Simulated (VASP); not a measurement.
Input of a VASP 6.6.1 run:

INCAR

```
SYSTEM = LiF
PREC = Accurate
ENCUT = 520
EDIFF = 1E-6
ISMEAR = -1
SIGMA = 0.03
LREAL = .FALSE.
LASPH = .TRUE.
NELM = 80
ALGO = Normal
ISIF = 2
LWAVE = .FALSE.
LCHARG = .FALSE.
GGA = PE
NBANDS = 12
```

File KPOINTS:

```
Automatic mesh
0
G
  14 14 14
  0 0 0
```

File POSCAR:

```
LiF
1.0
    0.0000000000      2.0508630314      2.0508630314
    2.0508630314      0.0000000000      2.0508630314
    2.0508630314      2.0508630314      0.0000000000
Li F
1 1
Direct
    0.0000000000      0.0000000000      0.0000000000
    0.5000000000      0.5000000000      0.5000000000
```

Potentials or basis: VASP PAW PBE potentials, release 64 (Li_sv, F).

Command:

```bash
$ cat potpaw_PBE.64/Li_sv/POTCAR potpaw_PBE.64/F/POTCAR > POTCAR
$ mpirun -np 1 vasp_std > vasp.out
```

Estimate the band gap on the k mesh.

8.62 eV.

 A k mesh can miss the band edges.
